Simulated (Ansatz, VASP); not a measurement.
**Sn in VASP and in Ansatz**

File INCAR:

```
SYSTEM = Sn
  ALGO = Normal
  EDIFF = 1E-6
  ENCUT = 520
  GGA = RE
  ISIF = 2
  ISMEAR = -1
  LASPH = .TRUE.
  LCHARG = .FALSE.
  LREAL = .FALSE.
  LWAVE = .FALSE.
  NBANDS = 21
  NELM = 60
  PREC = Accurate
  SIGMA = 0.1
```

KPOINTS

```
k-points
0
G
  12 12 7
  0 0 0
```

File POSCAR:

```
Sn
1.0
    3.5323168315      0.0000000000      0.0000000000
   -1.7661584157      3.0590761103      0.0000000000
    0.0000000000      0.0000000000      5.8706259550
Sn
2
Direct
    0.3333333333      0.6666666667      0.2500000000
    0.6666666667      0.3333333333      0.7500000000
```

Input for Ansatz:

```yaml
crystal:
  lattice:
    - [3.5323168315, 0.0, 0.0]
    - [-1.7661584157, 3.0590761103, 0.0]
    - [0.0, 0.0, 5.870625955]
  atoms:
    - { symbol: Sn, position: [0.3333333333, 0.6666666667, 0.25] }
    - { symbol: Sn, position: [0.6666666667, 0.3333333333, 0.75] }
hamiltonian:
  xc: revpbe
  pseudopotentials:
    kind: paw
    azcp:
      Sn: "pseudopotentials/Sn.paw.azcp"
basis:
  ecutwfc: 420
  fft_grid_basis: typed
kpoints:
  mp_grid: { grid: [12, 12, 7], shift: [0, 0, 0] }
magnetization:
  spin_polarized: false
scf:
  occupations: { method: fermi_dirac, width: 0.1 }
  lower_state_search: "off"
output:
  stress: true
```

Alike in both runs: task single point; functional revPBE; k mesh 12 × 12 × 7; occupations fermi-dirac, width 0.1 eV; no spin polarisation.

```csv
,VASP,Ansatz
version,VASP 6.6.1,Ansatz 0.2.0
potentials or method,"VASP PAW PBE potentials, release 64 (Sn_d), cutoff 520 eV","plane waves (420 eV) with PAW, scalar-relativistic"
valence electrons in the cell,28,28
```

|  | VASP | Ansatz | Ansatz less VASP |
| --- | --- | --- | --- |
| pressure (GPa) | -3.7 | -3.6 | +0.05 |
| traceless stress, the component that is largest in VASP (GPa) | -0.23 | -0.23 | +0.001 |

VASP's potentials were made for PBE, not for revPBE. The functional is the same, so the differences come from potentials, cutoffs and numerics.
